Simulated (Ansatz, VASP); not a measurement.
# CaZn7: VASP beside Ansatz

```
Ca Zn
1.0
     4.69819    0.00000    0.00000
    -2.34909    4.06875    0.00000
     0.00000    0.00000    6.60765
Ca Zn
1 7
Direct
  0.00000 0.00000 0.00000
  0.21765 0.78235 0.50000
  0.21765 0.43529 0.50000
  0.56471 0.78235 0.50000
  0.78235 0.21765 0.50000
  0.78235 0.56471 0.50000
  0.43529 0.21765 0.50000
  0.00000 0.00000 0.50000
```

Alike in both runs: task single point; functional PBE; k mesh 6 × 6 × 4; occupations gaussian, width 0.1 eV; no spin polarisation.

```csv
,VASP,Ansatz
version,VASP 6.6.1,Ansatz 0.2.0
potentials or method,"VASP PAW PBE potentials, release 64 (Ca_sv, Zn), cutoff 520 eV","scalar-relativistic, plane waves, PAW"
valence electrons in the cell,94,94
```

```csv
,VASP,Ansatz,Ansatz less VASP
gap on the k mesh at the Fermi level (eV),none,none,-
rms of the force components (eV/Å),8.896,8.191,-0.7050
```

Atom by atom the forces differ by 0.705 eV/Å (rms over components). A gap of «none» marks a metal or a gap that the smearing closes.
